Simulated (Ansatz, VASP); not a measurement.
# One calculation of BiTe, two programs

```
Bi Te
1.0
     2.42271    1.39875    3.31729
    -2.42271    1.39875    3.31729
     0.00000   -2.79750    3.31729
Bi Te
1 1
Cartesian
  0.0000 0.0000 4.9759
  0.0000 0.0000 0.0000
```

Alike in both runs: task relaxation of cell and atoms; functional revPBE; dispersion D3(BJ); k mesh 7 × 7 × 7; occupations fermi-dirac, width 0.05 eV; no spin polarisation.

|  | VASP | Ansatz |
| --- | --- | --- |
| version | VASP 6.6.1 | Ansatz 0.2.0 |
| potentials or method | VASP PAW PBE potentials, release 64 (Bi_d, Te) | Ansatz PAW |
| plane-wave cutoff (eV) | 600 | 420 |
| valence electrons in the cell | 21 | 31 |

```tsv
	VASP	Ansatz	Ansatz less VASP
gap on the k mesh at the Fermi level, each at its own relaxed structure (eV)	none	none	-
relaxed volume (Å³/atom)	31.12	31.12	+0.001
relaxed cell length with the largest relative difference (Å)	4.151	4.151	-0.0006
```

VASP's potentials were made for PBE, not for revPBE. A gap of «none» marks a metal or a gap that the smearing closes. VASP's potentials hold 21 valence electrons a cell and Ansatz's 31, so a difference there can come from the potentials and not from the codes.

Spin-orbit coupling is off throughout. Noted on Ansatz's run: the plane-wave basis is chosen anew once the cell has moved, so the energies of steps on either side of that aren't comparable.
